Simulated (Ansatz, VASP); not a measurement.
**Ge3Pd in VASP and in Ansatz**

```
Ge Pd
1.0
     3.72211    0.00000    0.00000
     0.00000    3.72211    0.00000
     0.00000    0.00000    5.35355
Ge Pd
3 1
Direct
  0.00000 0.00000 0.50000
  0.50000 0.50000 0.00000
  0.50000 0.50000 0.50000
  0.00000 0.00000 0.00000
```

Alike in both runs: task single point; functional PBE; k mesh 6 × 6 × 4; occupations gaussian, width 0.1 eV; collinear spin.

|  | VASP | Ansatz |
| --- | --- | --- |
| version | VASP 6.6.1 | Ansatz 0.2.0 |
| potentials or method | VASP PAW PBE potentials, release 64 (Ge_d, Pd), cutoff 520 eV | scalar-relativistic, plane waves, PAW |
| valence electrons in the cell | 52 | 60 |

Ansatz gave:

* gap on the k mesh at the Fermi level (eV): none
* pressure (GPa): -0.1
* traceless stress, the component that is largest in VASP (GPa): -0.03
* net moment per atom (μB): 0.00

**Question.** What did VASP give for the same quantities?

**Answer.** gap on the k mesh at the Fermi level (eV): none; pressure (GPa): -0.1; traceless stress, the component that is largest in VASP (GPa): -0.06; net moment per atom (μB): 0.00.

A gap of «none» marks a metal or a gap that the smearing closes. VASP's potentials hold 52 valence electrons a cell and Ansatz's 60, so a difference there can come from the potentials and not from the codes. Ansatz's warnings: seeded moment not kept.
